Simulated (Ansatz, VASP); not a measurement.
## K2S in VASP and in Ansatz

```xyz
3
Lattice="0.0000 3.7027 3.7027 3.7027 0.0000 3.7027 3.7027 3.7027 0.0000" Properties=species:S:1:pos:R:3 pbc="T T T"
K     1.8514    1.8514    1.8514
K     5.5541    5.5541    5.5541
S     0.0000    0.0000    0.0000
```

Alike in both runs: task single point; functional r2SCAN; k mesh 6 × 6 × 6; no spin polarisation.

|  | VASP | Ansatz |
| --- | --- | --- |
| version | VASP 6.6.1 | Ansatz 0.2.0 |
| potentials or method | VASP PAW PBE potentials, release 64 (K_sv, S) | plane waves, PAW |
| plane-wave cutoff (eV) | 550 | 500 |
| occupations | gaussian, width 0.01 eV | fixed |
| valence electrons in the cell | 24 | 24 |

VASP gave:

| Property | Result |
| --- | --- |
| gap on the k mesh at the Fermi level (eV) | 2.76 |
| pressure (GPa) | 0.0 |

Which values does Ansatz return?

gap on the k mesh at the Fermi level (eV): 2.75; pressure (GPa): 0.0.

VASP's potentials were made for PBE, not for r2SCAN.
